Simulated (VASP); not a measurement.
# CuAu (P4/mmm) in VASP: relaxation of cell and atoms with PBE

Aim: the relaxation of cell and atoms of CuAu with PBE.

Everything below comes from runs of VASP 6.6.1. Logs are shortened: lines on timing, memory, paths and dates and some standing lists are left out, and cuts for length are marked.

**1. The cell of the first run**

Symmetry: P4/mmm, No. 123, tetragonal system. The conventional cell has a = 2.909 Å, b = 2.909 Å, c = 3.543 Å, α = 90.00°, β = 90.00°, γ = 90.00°. Cu (site symmetry 4/mmm) has 8 Au at 2.71 Å and 6 Cu at 2.91 to 3.54 Å within 3.6 Å. Au (site symmetry 4/mmm) has 8 Cu at 2.71 Å and 6 Au at 2.91 to 3.54 Å within 3.6 Å.

**2. Relaxation of cell and atoms, PBE**

The input, INCAR:

```
PREC = Accurate
ENCUT = 600
EDIFF = 1E-6
ISMEAR = -1
SIGMA = 0.05
LREAL = False
LASPH = True
NELM = 80
ALGO = Normal
ISIF = 3
LWAVE = False
LCHARG = False
GGA = PE
IBRION = 2
NSW = 32
EDIFFG = -0.005
```

The input, KPOINTS:

```
Automatic mesh
0
Gamma
  15 15 11
```

The input, POSCAR:

```
CuAu
1.0
    2.9092952427      0.0000000000      0.0000000000
    0.0000000000      2.9092952427      0.0000000000
    0.0000000000      0.0000000000      3.5425161056
Cu Au
1 1
Direct
    0.5000000000      0.5000000000      0.5000000000
    0.0000000000      0.0000000000      0.0000000000
```

Potentials or basis: VASP PAW PBE potentials, release 64 (Cu, Au).

Run with:

```console
$ cat potpaw_PBE.64/Cu/POTCAR potpaw_PBE.64/Au/POTCAR > POTCAR
$ mpirun -np 1 vasp_std > vasp.out
```

OUTCAR:

```text
PREC = Accurate
   ENCUT = 600
   EDIFF = 1E-6
   ISMEAR = -1
   LREAL = False
   LASPH = True
   NELM = 80
   ISIF = 3
   GGA = PE
   IBRION = 2
   NSW = 32
   EDIFFG = -0.005

 ion  position               nearest neighbor table
   1  0.500  0.500  0.500-   2 2.71   2 2.71   2 2.71   2 2.71   2 2.71   2 2.71   2 2.71   2 2.71

   2  0.000  0.000  0.000-   1 2.71   1 2.71   1 2.71   1 2.71   1 2.71   1 2.71   1 2.71   1 2.71

  LATTYP: Found a simple tetragonal cell.
 ALAT       =     2.9092952427
 C/A-ratio  =     1.2176543836

  Lattice vectors:

 A1 = (   2.9092952427,   0.0000000000,   0.0000000000)
 A2 = (   0.0000000000,   2.9092952427,   0.0000000000)
 A3 = (   0.0000000000,   0.0000000000,   3.5425161056)

Analysis of symmetry for initial positions (statically):
=====================================================================
 Subroutine PRICEL returns:
 Original cell was already a primitive cell.

 Routine SETGRP: Setting up the symmetry group for a
 simple tetragonal supercell.

 Subroutine GETGRP returns: Found 16 space group operations
 (whereof 16 operations were pure point group operations)
 out of a pool of 16 trial point group operations.

The static configuration has the point symmetry D_4h.

Analysis of symmetry for dynamics (positions and initial velocities):
=====================================================================
 Subroutine PRICEL returns:
 Original cell was already a primitive cell.

 Routine SETGRP: Setting up the symmetry group for a
 simple tetragonal supercell.

 Subroutine GETGRP returns: Found 16 space group operations
 (whereof 16 operations were pure point group operations)
 out of a pool of 16 trial point group operations.

The dynamic configuration has the point symmetry D_4h.

 Subroutine INISYM returns: Found 16 space group operations
 (whereof 16 operations are pure point group operations),
 and found     1 'primitive' translations

----------------------------------------------------------------------------------------

                                     Primitive cell

  volume of cell :      29.9839

  direct lattice vectors                    reciprocal lattice vectors
     2.909295243  0.000000000  0.000000000     0.343725857  0.000000000  0.000000000
     0.000000000  2.909295243  0.000000000     0.000000000  0.343725857  0.000000000
     0.000000000  0.000000000  3.542516106     0.000000000  0.000000000  0.282285237

  length of vectors
     2.909295243  2.909295243  3.542516106     0.343725857  0.343725857  0.282285237

  position of ions in fractional coordinates (direct lattice)
     0.500000000  0.500000000  0.500000000
     0.000000000  0.000000000  0.000000000

  ion indices of the primitive-cell ions
   primitive index   ion index
                 1           1
                 2           2

----------------------------------------------------------------------------------------

 KPOINTS: Automatic mesh

Automatic generation of k-mesh.
 Grid dimensions read from file:
 generate k-points for:   15   15   11

 Generating k-lattice:

  Cartesian coordinates                     Fractional coordinates (reciprocal lattice)
     0.022915057  0.000000000  0.000000000     0.066666667  0.000000000  0.000000000
     0.000000000  0.022915057  0.000000000     0.000000000  0.066666667  0.000000000
     0.000000000  0.000000000  0.025662294     0.000000000  0.000000000  0.090909091

  Length of vectors
     0.022915057  0.022915057  0.025662294

  Shift w.r.t. Gamma in fractional coordinates (k-lattice)
     0.000000000  0.000000000  0.000000000

 Subroutine IBZKPT returns following result:
 ===========================================

 Found    216 irreducible k-points:

 Following reciprocal coordinates:
            Coordinates               Weight
  0.000000  0.000000  0.000000      1.000000
  0.066667  0.000000  0.000000      4.000000
  0.133333  0.000000  0.000000      4.000000
  0.200000  0.000000  0.000000      4.000000
  0.266667  0.000000  0.000000      4.000000
  0.333333  0.000000  0.000000      4.000000
[... 16 lines left out ...]
  0.266667  0.200000  0.000000      8.000000
  0.333333  0.200000  0.000000      8.000000
 [... further k-points ...]
   k-points           NKPTS =    216   k-points in BZ     NKDIM =    216   number of bands    NBANDS=     15
   number of dos      NEDOS =    301   number of ions     NIONS =      2
   total plane-waves  NPLWV =  16128
   dimension x,y,z NGX =    24 NGY =   24 NGZ =   28
   dimension x,y,z NGXF=    48 NGYF=   48 NGZF=   56
   ions per type =               1   1
   NGX,Y,Z   is equivalent  to a cutoff of  13.71, 13.71, 13.14 a.u.
   NGXF,Y,Z  is equivalent  to a cutoff of  27.43, 27.43, 26.28 a.u.
 SYSTEM =  unknown system
   PREC   = accura    normal or accurate (medium, high low for compatibility)
   ISTART =      0    job   : 0-new  1-cont  2-samecut
   ICHARG =      2    charge: 1-file 2-atom 10-const
   ISPIN  =      1    spin polarized calculation?
   LNONCOLLINEAR =      F non collinear calculations
   LSORBIT =      F    spin-orbit coupling
   LASPH  =      T    aspherical Exc in radial PAW
   ENCUT  =  600.0 eV  44.10 Ry    6.64 a.u.   5.81  5.81  7.08*2*pi/ulx,y,z
   NELM   =     80;   NELMIN=  2; NELMDL= -5     # of ELM steps
   EDIFF  = 0.1E-05   stopping-criterion for ELM
   LREAL  =      F    real-space projection
   EDIFFG = -.5E-02   stopping-criterion for IOM
   NSW    =     32    number of steps for IOM
   IBRION =      2    ionic relax: 0-MD 1-quasi-New 2-CG
   NFREE  =      1    steps in history (QN), initial steepest desc. (CG)
   ISIF   =      3    stress and relaxation
   ISYM   =      2    0-nonsym 1-usesym 2-fastsym
   POTIM  = 0.5000    time-step for ionic-motion
   TEBEG  =    0.0;   TEEND  =   0.0 temperature during run
   PSTRESS=    0.0 pullay stress
   NELECT =      22.0000    total number of electrons
   NUPDOWN=      -1.0000    fix difference up-down
   EMIN   =  10.00;   EMAX   =-10.00  energy-range for DOS
   EFERMI =   0.00;   METHOD = LEGACY
   ISMEAR =    -1;   SIGMA  =   0.05  broadening in eV -4-tet -1-fermi 0-gaus
   EFERMI_NEDOS =   21; number of points for ismear=-14 and -15
   IALGO  =     38    algorithm
   IMIX   =      4    mixing-type and parameters
     AMIX     =   0.40;   BMIX     =  1.00
     AMIX_MAG =   1.60;   BMIX_MAG =  1.00
  volume/ion in A,a.u.               =      14.99       101.17
  Fermi-wavevector in a.u.,A,eV,Ry     =   1.476567  2.790308 29.664116  2.180251
  Thomas-Fermi vector in A             =   2.591078
   LORBIT       =      0    0 simple, 1 ext, 2 COOP (PROOUT), +10 PAW based schemes
   GGA     = PE    functional components
   LHFCALC =     F    Hartree Fock is set to
   AEXX    =    0.0000 exact exchange contribution
   IVDW    =     0    specifies the selected vdW correction
   LEPSILON=     F    determine dielectric tensor
   LRPA    =     F    only Hartree local field effects (RPA)
 conjugate gradient relaxation of ions
 non-spin polarized calculation
  energy-cutoff  :      600.00
  volume of cell :       29.98
 maximum number of plane-waves:      1032
 NGX is ok and might be reduce to    24
   NGX = 11   NGY = 11   NGZ = 15

 number of electron      21.9999989 magnetization

 Free energy of the ion-electron system (eV)
  ---------------------------------------------------
  ext. energy  EPLUGINS =         0.00000000
  ---------------------------------------------------
  free energy    TOTEN  =        -7.06560317 eV

  energy without entropy =       -7.06084232  energy(sigma->0) =       -7.06322274

 E-fermi :   8.2775     XC(G=0): -12.4928

 val. band max:        8.2701007448   @ k =   0.4667   0.0667   0.2727
 cond. band min:       8.2793558715   @ k =   0.4667   0.2000   0.0000
 fundamental gap:      0.0092551267
 Fermi energy:         8.2775265529

 k-point     1 :       0.0000    0.0000    0.0000
  band No.  band energies     occupation
      1      -1.1751      2.00000
      2       2.0713      2.00000
      3       2.1752      2.00000
      4       4.2810      2.00000
      5       4.2810      2.00000
      6       5.0961      2.00000
      7       5.7007      2.00000
      8       6.2694      2.00000
      9       6.6241      2.00000
     10       6.8143      2.00000
     11       6.8143      2.00000
     12      11.5245      0.00000
     13      17.3046      0.00000
     14      17.3046      0.00000
     15      17.3869      0.00000

 k-point     2 :       0.0667    0.0000    0.0000
  band No.  band energies     occupation
      1      -1.0794      2.00000
      2       2.1177      2.00000
      3       2.2240      2.00000
      4       4.2379      2.00000
      5       4.3037      2.00000
      6       5.0625      2.00000
      7       5.7131      2.00000
      8       6.2593      2.00000
      9       6.5783      2.00000
     10       6.6974      2.00000
     11       6.7922      2.00000
     12      11.7679      0.00000
     13      16.3727      0.00000
     14      17.4737      0.00000
     15      17.6955      0.00000

 k-point     3 :       0.1333    0.0000    0.0000
  band No.  band energies     occupation
      1      -0.7990      2.00000
      2       2.2246      2.00000
      3       2.3941      2.00000
      4       4.1131      2.00000
      5       4.3702      2.00000
      6       4.9657      2.00000
      7       5.7398      2.00000
      8       6.2390      2.00000
      9       6.4208      2.00000
     10       6.4580      2.00000
     11       6.7273      2.00000
     12      12.4219      0.00000
     13      14.8872      0.00000
     14      17.7884      0.00000
     15      17.9624      0.00000

 k-point     4 :       0.2000    0.0000    0.0000
  band No.  band energies     occupation
      1      -0.3545      2.00000
      2       2.3661      2.00000
      3       2.6835      2.00000
      4       3.9230      2.00000
      5       4.4759      2.00000
      6       4.8183      2.00000
      7       5.7462      2.00000
      8       6.1107      2.00000
      9       6.2428      2.00000
     10       6.3021      2.00000
     11       6.6239      2.00000
     12      13.2449      0.00000
     13      13.3517      0.00000
     14      17.8361      0.00000
     15      18.7248      0.00000
[... 307 lines left out ...]
 k-point    22 :       0.2000    0.2000    0.0000
  band No.  band energies     occupation
      1       0.4273      2.00000
      2       2.8153      2.00000
      3       2.9625      2.00000
      4       3.7349      2.00000
      5       4.1586      2.00000
      6       4.4220      2.00000
      7       5.8139      2.00000
      8       5.9318      2.00000
      9       6.0781      2.00000
     10       6.2530      2.00000
     11       6.8678      2.00000
     12      14.1893      0.00000
     13      14.4072      0.00000
     14      14.6594      0.00000
     15      18.3516      0.00000

 k-point    23 :       0.2667    0.2000    0.0000
  band No.  band energies     occupation
      1       0.9444      2.00000
      2       2.9229      2.00000
      3       3.2659      2.00000
      4       3.5505      2.00000
      5       4.0212      2.00000
      6       4.3235      2.00000
      7       5.8531      2.00000
      8       5.9512      2.00000
      9       6.0433      2.00000
     10       6.3000      2.00000
     11       6.8478      2.00000
     12      12.5871      0.00000
     13      15.0252      0.00000
     14      15.5524      0.00000
     15      18.4692      0.00000

 k-point    24 :       0.3333    0.2000    0.0000
  band No.  band energies     occupation
      1       1.4905      2.00000
      2       2.9754      2.00000
      3       3.3400      2.00000
      4       3.4192      2.00000
      5       3.9323      2.00000
      6       4.5220      2.00000
      7       5.9087      2.00000
      8       5.9639      2.00000
      9       6.0820      2.00000
     10       6.4128      2.00000
     11       6.7651      2.00000
     12      10.9933      0.00000
     13      15.8341      0.00000
     14      16.5913      0.00000
     15      18.6373      0.00000

 [... further k-points ...]

------------------------ aborting loop because EDIFF is reached ----------------------------------------

  FORCE on cell =-STRESS in cart. coord.  units (eV):
  Direction    XX          YY          ZZ          XY          YZ          ZX
  --------------------------------------------------------------------------------------
  -------------------------------------------------------------------------------------
  Total        0.0002478      0.0002478      0.0096556      0.0000000      0.0000000      0.0000000
  in kB        0.0132407      0.0132407      0.5159429      0.0000000      0.0000000      0.0000000
  external PRESSURE =       0.1808081 kB  Pullay stress =       0.0000000 kB

 VOLUME and BASIS-vectors are now :
 -----------------------------------------------------------------------------
  energy-cutoff  :      600.00
  volume of cell :       29.98
      direct lattice vectors                 reciprocal lattice vectors
     2.909295243  0.000000000  0.000000000     0.343725857  0.000000000  0.000000000
     0.000000000  2.909295243  0.000000000     0.000000000  0.343725857  0.000000000
     0.000000000  0.000000000  3.542516106     0.000000000  0.000000000  0.282285237

 POSITION                                       TOTAL-FORCE (eV/Angst)
 -----------------------------------------------------------------------------------
      1.45465      1.45465      1.77126         0.000000      0.000000      0.000000
      0.00000      0.00000      0.00000         0.000000      0.000000      0.000000
 -----------------------------------------------------------------------------------
    total drift:                                0.000000      0.000000     -0.000000

  FREE ENERGIE OF THE ION-ELECTRON SYSTEM (eV)
  ---------------------------------------------------
  free  energy   TOTEN  =        -7.0656031695 eV

  energy  without entropy=       -7.0608423200  energy(sigma->0) =       -7.06322274

 reached required accuracy - stopping structural energy minimisation
```

Wall time 77 s (1 thread of Intel Xeon 8259CL, shared host); peak memory 0.26 GiB.

What came out:

- Free energy: -7.0656 eV
- Pressure after relaxing: 0.0 GPa
- Band gap on the k mesh: zero (bands 11 and 12 overlap by 6.21 eV)

Final structure:
```
Cu Au
1.0
     2.90930    0.00000    0.00000
     0.00000    2.90930    0.00000
     0.00000    0.00000    3.54252
Cu Au
1 1
Direct
  0.50000 0.50000 0.50000
  0.00000 0.00000 0.00000
```

Caveat: spin-orbit coupling is left out, which moves the levels of the heavy elements.
